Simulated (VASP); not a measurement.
# In (I4/mmm) in VASP: notebook

The runs below take In through single point, with PBE.

Program: VASP 6.6.1. These are calculated values, not measurements. Logs are shortened: lines on timing, memory, paths and dates and some standing lists are left out, and cuts for length are marked.

### 1 The cell of the first run

Symmetry: I4/mmm, No. 139, tetragonal system. Conventional cell: a = 3.166 Å, b = 3.166 Å, c = 5.508 Å, α = 90.00°, β = 90.00°, γ = 90.00°. In (site symmetry 4/mmm) has 12 In at 3.17 to 3.55 Å within 4.2 Å.

### 2 Single point, PBE

Contents of INCAR:

```
SYSTEM = In
PREC = Accurate ; ENCUT = 520
EDIFF = 1E-6 ; ISMEAR = -1
SIGMA = 0.1 ; LREAL = .FALSE.
LASPH = .TRUE. ; NELM = 100
ALGO = Normal ; ISIF = 2
LWAVE = .FALSE. ; LCHARG = .FALSE.
GGA = PE ; NBANDS = 12
```

Contents of KPOINTS:

```
regular mesh
0
G
  8 8 8
  0 0 0
```

Contents of POSCAR:

```
In
1.0
   -1.5830082712      1.5830082712      2.7539281341
    1.5830082712     -1.5830082712      2.7539281341
    1.5830082712      1.5830082712     -2.7539281341
In
1
Direct
    0.0000000000      0.0000000000      0.0000000000
```

Potentials or basis: VASP PAW PBE potentials, release 64 (In_d).

Launch:

```console
cat potpaw_PBE.64/In_d/POTCAR > POTCAR
mpirun -np 1 vasp_std > vasp.out
```

OUTCAR:

```text
SYSTEM = In
   PREC = Accurate
   ENCUT = 520
   EDIFF = 1E-6
   ISMEAR = -1
   LREAL = .FALSE.
   LASPH = .TRUE.
   NELM = 100
   ISIF = 2
   GGA = PE

 ion  position               nearest neighbor table
   1  0.000  0.000  0.000-

  LATTYP: Found a body centered tetragonal cell.
 ALAT       =     3.1660165424
 C/A-ratio  =     1.7396801926

  Lattice vectors:

 A1 = (  -1.5830082712,   1.5830082712,   2.7539281341)
 A2 = (   1.5830082712,  -1.5830082712,   2.7539281341)
 A3 = (   1.5830082712,   1.5830082712,  -2.7539281341)

Analysis of symmetry for initial positions (statically):
=====================================================================
 Subroutine PRICEL returns:
 Original cell was already a primitive cell.

 Routine SETGRP: Setting up the symmetry group for a
 body centered tetragonal supercell.

 Subroutine GETGRP returns: Found 16 space group operations
 (whereof 16 operations were pure point group operations)
 out of a pool of 16 trial point group operations.

The static configuration has the point symmetry D_4h.

Analysis of symmetry for dynamics (positions and initial velocities):
=====================================================================
 Subroutine PRICEL returns:
 Original cell was already a primitive cell.

 Routine SETGRP: Setting up the symmetry group for a
 body centered tetragonal supercell.

 Subroutine GETGRP returns: Found 16 space group operations
 (whereof 16 operations were pure point group operations)
 out of a pool of 16 trial point group operations.

The dynamic configuration has the point symmetry D_4h.

 Subroutine INISYM returns: Found 16 space group operations
 (whereof 16 operations are pure point group operations),
 and found     1 'primitive' translations

----------------------------------------------------------------------------------------

                                     Primitive cell

  volume of cell :      27.6044

  direct lattice vectors                    reciprocal lattice vectors
    -1.583008271  1.583008271  2.753928134     0.000000000  0.315854319  0.181558841
     1.583008271 -1.583008271  2.753928134     0.315854319  0.000000000  0.181558841
     1.583008271  1.583008271 -2.753928134     0.315854319  0.315854319  0.000000000

  length of vectors
     3.549077421  3.549077421  3.549077421     0.364317943  0.364317943  0.446685462

  position of ions in fractional coordinates (direct lattice)
     0.000000000  0.000000000  0.000000000

  ion indices of the primitive-cell ions
   primitive index   ion index
                 1           1
[... 75 lines left out ...]
   NSW    =      0    number of steps for IOM
   IBRION =     -1    ionic relax: 0-MD 1-quasi-New 2-CG
   NFREE  =      0    steps in history (QN), initial steepest desc. (CG)
   ISIF   =      2    stress and relaxation
   ISYM   =      2    0-nonsym 1-usesym 2-fastsym
   POTIM  = 0.5000    time-step for ionic-motion
   TEBEG  =    0.0;   TEEND  =   0.0 temperature during run
   PSTRESS=    0.0 pullay stress
   NELECT =      13.0000    total number of electrons
   NUPDOWN=      -1.0000    fix difference up-down
   EMIN   =  10.00;   EMAX   =-10.00  energy-range for DOS
   EFERMI =   0.00;   METHOD = LEGACY
   ISMEAR =    -1;   SIGMA  =   0.10  broadening in eV -4-tet -1-fermi 0-gaus
   EFERMI_NEDOS =   21; number of points for ismear=-14 and -15
   IALGO  =     38    algorithm
   IMIX   =      4    mixing-type and parameters
     AMIX     =   0.40;   BMIX     =  1.00
     AMIX_MAG =   1.60;   BMIX_MAG =  1.00
  volume/ion in A,a.u.               =      27.60       186.28
  Fermi-wavevector in a.u.,A,eV,Ry     =   1.273688  2.406921 22.072465  1.622280
  Thomas-Fermi vector in A             =   2.406497
   LORBIT       =      0    0 simple, 1 ext, 2 COOP (PROOUT), +10 PAW based schemes
   GGA     = PE    functional components
   LHFCALC =     F    Hartree Fock is set to
   AEXX    =    0.0000 exact exchange contribution
   IVDW    =     0    specifies the selected vdW correction
   LEPSILON=     F    determine dielectric tensor
   LRPA    =     F    only Hartree local field effects (RPA)
 non-spin polarized calculation
  energy-cutoff  :      520.00
  volume of cell :       27.60
 maximum number of plane-waves:       768
 NGX is ok and might be reduce to    28
   NGX = 13   NGY = 13   NGZ = 13

 number of electron      12.9999999 magnetization

 Free energy of the ion-electron system (eV)
  ---------------------------------------------------
  ext. energy  EPLUGINS =         0.00000000
  ---------------------------------------------------
  free energy    TOTEN  =        -2.57944146 eV

  energy without entropy =       -2.57035683  energy(sigma->0) =       -2.57489915

 E-fermi :   6.8400     XC(G=0):  -9.9957

 val. band max:        6.7635272215   @ k =  -0.3750  -0.3750   0.2500
 cond. band min:       6.8483965977   @ k =  -0.2500   0.5000   0.2500
 fundamental gap:      0.0848693762
 Fermi energy:         6.8399673265

 k-point     1 :       0.0000    0.0000    0.0000
  band No.  band energies     occupation
      1      -7.8783      2.00000
      2      -7.6799      2.00000
      3      -7.5818      2.00000
      4      -7.5818      2.00000
      5      -7.4160      2.00000
      6      -2.2673      2.00000
      7      16.5415      0.00000
      8      17.0843      0.00000
      9      17.0843      0.00000
     10      18.7755      0.00000
     11      19.4741      0.00000
     12      20.5375      0.00000
[... 331 lines left out ...]
 k-point    24 :       0.3750    0.1250    0.1250
  band No.  band energies     occupation
      1      -7.7040      2.00000
      2      -7.6705      2.00000
      3      -7.5658      2.00000
      4      -7.5481      2.00000
      5      -7.3468      2.00000
      6       3.6316      2.00000
      7       4.9026      2.00000
      8      11.8036      0.00000
      9      12.2580      0.00000
     10      15.2717      0.00000
     11      16.7198      0.00000
     12      22.7064      0.00000

 [... further k-points ...]
[... 5 lines left out ...]
  --------------------------------------------------------------------------------------
  -------------------------------------------------------------------------------------
  Total        0.0066860      0.0066860     -0.0897109      0.0000000      0.0000000     -0.0000000
  in kB        0.3880587      0.3880587     -5.2068685      0.0000000      0.0000000     -0.0000000
  external PRESSURE =      -1.4769170 kB  Pullay stress =       0.0000000 kB

 VOLUME and BASIS-vectors are now :
 -----------------------------------------------------------------------------
  energy-cutoff  :      520.00
  volume of cell :       27.60
      direct lattice vectors                 reciprocal lattice vectors
    -1.583008271  1.583008271  2.753928134     0.000000000  0.315854319  0.181558841
     1.583008271 -1.583008271  2.753928134     0.315854319  0.000000000  0.181558841
     1.583008271  1.583008271 -2.753928134     0.315854319  0.315854319  0.000000000

 POSITION                                       TOTAL-FORCE (eV/Angst)
 -----------------------------------------------------------------------------------
      0.00000      0.00000      0.00000         0.000000      0.000000      0.000000
 -----------------------------------------------------------------------------------
    total drift:                               -0.000000     -0.000000     -0.000000

  FREE ENERGIE OF THE ION-ELECTRON SYSTEM (eV)
  ---------------------------------------------------
  free  energy   TOTEN  =        -2.5794414612 eV

  energy  without entropy=       -2.5703568300  energy(sigma->0) =       -2.57489915
```

stdout:

```text
POSCAR found type information on POSCAR In
 POSCAR found :  1 types and       1 ions
 scaLAPACK will be used
 LDA part: xc-table for (Slater+PW92), standard interpolation
 POSCAR, INCAR and KPOINTS ok, starting setup
 FFT: planning ... GRIDC
 FFT: planning ... GRID_SOFT
 FFT: planning ... GRID
 WAVECAR not read
 entering main loop
```

It took 9.1 s on 1 thread of Intel Xeon 6975P-C (Granite Rapids), shared host; peak memory 0.16 GiB.

What came out:

```yaml
Free_energy: -2.5794 eV
Pressure: -0.1 GPa
```

Stress tensor (GPa, compression positive):
```
 0.04  0.00  0.00
 0.00  0.04  0.00
 0.00  0.00 -0.52
```

Caveat: spin-orbit coupling is left out, which moves the levels of the heavy elements.

### 3 Single point, PBE

Contents of INCAR:

```
PREC = Accurate
ENCUT = 520
EDIFF = 1E-6
ISMEAR = -1
SIGMA = 0.1
LREAL = F
LASPH = T
NELM = 60
ALGO = Normal
ISIF = 2
LWAVE = F
LCHARG = F
GGA = PE
NBANDS = 12
```

Contents of KPOINTS:

```
Automatic mesh
0
Gamma
  8 8 8
```

Contents of POSCAR:

```
In
1.0
   -1.5832582761      1.5832582761      2.7509024469
    1.5832582761     -1.5832582761      2.7509024469
    1.5832582761      1.5832582761     -2.7509024469
In
1
Direct
    0.0000000000      0.0000000000      0.0000000000
```

Potentials or basis: VASP PAW PBE potentials, release 64 (In_d).

Launch:

```console
cat potpaw_PBE.64/In_d/POTCAR > POTCAR
mpirun -np 1 vasp_std > vasp.out
```

Wall time 21 s (1 thread of Intel Xeon 6975P-C, shared host); peak memory 0.16 GiB.

Results (log left out):

- Free energy: -2.5795 eV
- Pressure: -0.1 GPa

Stress tensor (GPa, compression positive):
```
 0.05  0.00  0.00
 0.00  0.05  0.00
 0.00  0.00 -0.46
```

Levels at points of the mesh, in eV from the Fermi level:
```csv
k point,band 2,band 3,band 4,band 5,band 6,band 7,band 8,band 9,band 10,band 11
"(0.00, 0.00, 0.00)",-14.52,-14.43,-14.43,-14.26,-9.12,9.72,10.25,10.25,11.93,12.64
"(0.50, 0.00, 0.00)",-14.58,-14.42,-14.28,-14.20,-4.11,-3.03,5.68,9.24,10.27,12.03
"(0.50, 0.50, 0.00)",-14.65,-14.32,-14.27,-14.08,-1.25,-0.89,2.73,4.03,6.38,7.04
"(0.50, 0.50, 0.50)",-14.63,-14.24,-14.24,-14.22,-4.27,-2.99,5.96,5.96,9.20,9.47
```

Caveat: spin-orbit coupling is left out, which moves the levels of the heavy elements.

### 4 Single point, PBE

Contents of INCAR:

```
  PREC = Accurate
  ENCUT = 520
  EDIFF = 1E-6
  ISMEAR = -1
  SIGMA = 0.1
  LREAL = False
  LASPH = True
  NELM = 60
  ALGO = Normal
  ISIF = 2
  LWAVE = False
  LCHARG = False
  GGA = PE
  NBANDS = 12
```

KPOINTS is that of step 3.

Contents of POSCAR:

```
In
1.0
   -1.5835839214      1.5835839214      2.7472766476
    1.5835839214     -1.5835839214      2.7472766476
    1.5835839214      1.5835839214     -2.7472766476
In
1
Direct
    0.0000000000      0.0000000000      0.0000000000
```

Launch:

```console
cat potpaw_PBE.64/In_d/POTCAR > POTCAR
mpirun -np 1 vasp_std > vasp.out
```

It took 17 s on 1 thread of Intel Xeon 6975P-C, shared host; peak memory 0.16 GiB.

The run converged. Its results:

| Property | Result |
| --- | --- |
| Free energy | -2.5796 eV |
| Pressure | -0.1 GPa |

Stress tensor (GPa, compression positive):
```
 0.05  0.00  0.00
 0.00  0.05  0.00
 0.00  0.00 -0.40
```

Levels at points of the mesh, in eV from the Fermi level:
```csv
k point,band 4,band 5,band 6,band 7,band 8,band 9
"(0.00, 0.00, 0.00)",-14.43,-14.27,-9.13,9.75,10.25,10.25
"(0.50, 0.00, 0.00)",-14.28,-14.21,-4.12,-3.04,5.70,9.26
"(0.50, 0.50, 0.00)",-14.27,-14.08,-1.26,-0.90,2.74,4.03
"(0.50, 0.50, 0.50)",-14.24,-14.22,-4.26,-2.99,5.94,5.94
```

Caveat: spin-orbit coupling is left out, which moves the levels of the heavy elements.

### 5 Single point, PBE

This run uses another cell than the first one, of 27.53 Å³/atom, 0.997 times its volume.

Contents of INCAR:

```
PREC = Accurate
ENCUT = 520
EDIFF = 1E-6
ISMEAR = -1
SIGMA = 0.1
LREAL = False
LASPH = True
NELM = 80
ALGO = Normal
ISIF = 2
LWAVE = False
LCHARG = False
GGA = PE
NBANDS = 12
```

KPOINTS is that of step 4.

Contents of POSCAR:

```
In
1.0
   -1.5839951626      1.5839951626      2.7431503880
    1.5839951626     -1.5839951626      2.7431503880
    1.5839951626      1.5839951626     -2.7431503880
In
1
Direct
    0.0000000000      0.0000000000      0.0000000000
```

Launch:

```console
cat potpaw_PBE.64/In_d/POTCAR > POTCAR
mpirun -np 1 vasp_std > vasp.out
```

Run time: 17 s. Hardware: 1 thread of Intel Xeon 6975P-C, shared host; peak memory 0.16 GiB.

It converged, with:

| Quantity | Value |
| --- | --- |
| Free energy | -2.5797 eV |
| Pressure | -0.1 GPa |

Stress tensor (GPa, compression positive):
```
 0.04  0.00  0.00
 0.00  0.04  0.00
 0.00  0.00 -0.34
```

Levels at points of the mesh, in eV from the Fermi level:
| k point | band 3 | band 4 | band 5 | band 6 | band 7 | band 8 | band 9 | band 10 |
| --- | --- | --- | --- | --- | --- | --- | --- | --- |
| (0.00, 0.00, 0.00) | -14.44 | -14.44 | -14.27 | -9.14 | 9.77 | 10.25 | 10.25 | 11.91 |
| (0.50, 0.00, 0.00) | -14.44 | -14.29 | -14.21 | -4.12 | -3.05 | 5.72 | 9.28 | 10.24 |
| (0.50, 0.50, 0.00) | -14.33 | -14.28 | -14.09 | -1.27 | -0.91 | 2.74 | 4.02 | 6.39 |
| (0.50, 0.50, 0.50) | -14.25 | -14.25 | -14.23 | -4.25 | -3.00 | 5.92 | 5.92 | 9.16 |

Caveat: spin-orbit coupling is left out, which moves the levels of the heavy elements.

### 6 The runs side by side

```tsv
cell	gap on the mesh (eV)	pressure (GPa)
a = 3.549 Å, angles 127.0, 127.0, 78.2°, 1 atom	none	-0.1
a = 3.547 Å, angles 127.0, 127.0, 78.3°, 1 atom	none	-0.1
a = 3.544 Å, angles 126.9, 126.9, 78.4°, 1 atom	none	-0.1
a = 3.542 Å, angles 126.9, 126.9, 78.5°, 1 atom	none	-0.1
```

Alike in all rows: task single point; level PBE; potentials or basis VASP PAW PBE potentials, release 64 (In_d); no spin polarisation; k mesh 8 × 8 × 8; cutoff (eV) 520; smearing fermi-dirac 0.1 eV.

Caveats: spin-orbit coupling is left out, which moves the levels of the heavy elements.

Absolute energies hang on the potentials; compare differences alone.
